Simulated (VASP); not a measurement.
Write the native input for VASP 6.6.1 that does the following.

```
Task                   : single point
Functional             : r2SCAN
Potentials or basis    : VASP PAW PBE potentials, release 64 (C_h)
Cutoff                 : 1430 eV
k mesh                 : 12 × 12 × 12
Occupations            : gaussian, width 0.01 eV
Spin                   : no spin polarisation
Dipole correction      : no
Further INCAR settings : ALGO = Normal; EDIFF = 1e-06; NBANDS = 11
```

The system is C.

```
CELL_PARAMETERS angstrom
0.00000 1.77120 1.77120
1.77120 0.00000 1.77120
1.77120 1.77120 0.00000
ATOMIC_POSITIONS crystal
C 0.50000 0.50000 0.50000
C 0.75000 0.75000 0.75000
```

The input as run:

POSCAR

```
C
1.0
    0.0000000000      1.7711992739      1.7711992739
    1.7711992739      0.0000000000      1.7711992739
    1.7711992739      1.7711992739      0.0000000000
C
2
Direct
    0.5000000000      0.5000000000      0.5000000000
    0.7500000000      0.7500000000      0.7500000000
```

INCAR.step1

```
PREC     = Accurate       # precision mode
ENCUT    = 1430           # plane-wave cutoff, eV
ISMEAR   = 0              # smearing method
SIGMA    = 0.01           # smearing width, eV
LREAL    = F              # projectors in reciprocal space
LASPH    = T              # aspherical terms in the spheres
NELM     = 120            # most SCF steps
NBANDS   = 11             # bands
GGA      = PE             # functional
ALGO     = Normal         # electronic algorithm
EDIFF    = 1E-5           # SCF threshold, eV
LWAVE    = T              # write WAVECAR
LCHARG   = F              # write CHGCAR
GGA_COMPAT= F
```

INCAR.step2

```
PREC     = Accurate       # precision mode
ENCUT    = 1430           # plane-wave cutoff, eV
EDIFF    = 1E-6           # SCF threshold, eV
ISMEAR   = 0              # smearing method
SIGMA    = 0.01           # smearing width, eV
LREAL    = F              # projectors in reciprocal space
LASPH    = T              # aspherical terms in the spheres
NELM     = 120            # most SCF steps
ALGO     = Normal         # electronic algorithm
ISIF     = 2              # what is computed and relaxed
LWAVE    = F              # write WAVECAR
LCHARG   = F              # write CHGCAR
METAGGA  = R2SCAN         # meta-GGA
LMIXTAU  = T            
NBANDS   = 11             # bands
ISTART   = 1            
GGA_COMPAT= F
```

KPOINTS

```
regular mesh
0
Gamma
  12 12 12
```

Potentials or basis: VASP PAW PBE potentials, release 64 (C_h).

The run is started by

```bash
$ cat potpaw_PBE.64/C_h/POTCAR > POTCAR
$ cp INCAR.step1 INCAR
$ mpirun -np 1 vasp_std > vasp.out
$ cp INCAR.step2 INCAR
$ mpirun -np 1 vasp_std > vasp.out
```

Results of the run:

| Item | Value |
| --- | --- |
| Pressure | 6.4 GPa |
| Band gap on the k mesh | 4.42 eV (least direct gap 5.94 eV) |

Caveat: the cell stands under pressure; the PAW data sets were made with another functional, which shifts forces and pressure a little.

Run time: 90 s on 1 thread of AMD EPYC 7R43 64-Core Processor (Zen 3), on a shared host, peak memory 0.15 GiB.
